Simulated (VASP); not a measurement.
Wanted: the native input for a VASP 6.6.1 run.

```
Task                   : single point
Functional             : PBE
Potentials or basis    : VASP PAW PBE potentials, release 64 (C, O)
Cutoff                 : 520 eV
k mesh                 : 6 × 6 × 6
Occupations            : gaussian, width 0.1 eV
Spin                   : no spin polarisation
Dipole correction      : no
Further INCAR settings : ALGO = Normal; EDIFF = 1e-06; NBANDS = 44
```

The structure of CO2 lies in POSCAR:

```
CO2
1.0
   -4.3056564538      3.2403420664      2.0359034936
    4.3056564538     -3.2403420664      2.0359034936
    4.3056564538      3.2403420664     -2.0359034936
C O
4 8
Direct
    0.8579316034      0.6038009758      0.4675254926
    0.1362754833      0.3904061108      0.5324745074
    0.8579316034      0.8904061108      0.7541306276
    0.1362754833      0.1038009758      0.2458693724
    0.8320506977      0.7472376760      0.2573560833
    0.1222539557      0.1222539557      0.0000000000
    0.4898815927      0.2472376760      0.4151869783
    0.4898815927      0.5746946144      0.7426439167
    0.1100516885      0.3170256472      0.2930260413
    1.0239996058      0.8170256472      0.7069739587
    0.1222539557      0.6222539557      0.5000000000
    0.8320506977      0.0746946144      0.5848130217
```

One way to write it, as run:

INCAR

```
SYSTEM = CO2
PREC = Accurate ; ENCUT = 520
EDIFF = 1E-6 ; ISMEAR = 0
SIGMA = 0.1 ; LREAL = .FALSE.
LASPH = .TRUE. ; NELM = 60
ALGO = Normal ; ISIF = 2
LWAVE = .FALSE. ; LCHARG = .TRUE.
GGA = PE ; LELF = .TRUE.
LVHAR = .TRUE. ; NBANDS = 44
```

KPOINTS

```
Automatic mesh
0
G
  6 6 6
  0 0 0
```

Potentials or basis: VASP PAW PBE potentials, release 64 (C, O).

Run with:

```console
$ cat potpaw_PBE.64/C/POTCAR potpaw_PBE.64/O/POTCAR > POTCAR
$ mpirun -np 1 vasp_std > vasp.out
```

It gave:

The pressure is 1.0 GPa, the largest force is 0.087 eV/Å and the band gap on the k mesh is 6.97 eV (least direct gap 7.04 eV).

It took 9.4 min on 1 thread of AMD EPYC 7R43 64-Core Processor (Zen 3), on a shared host, peak memory 0.37 GiB.
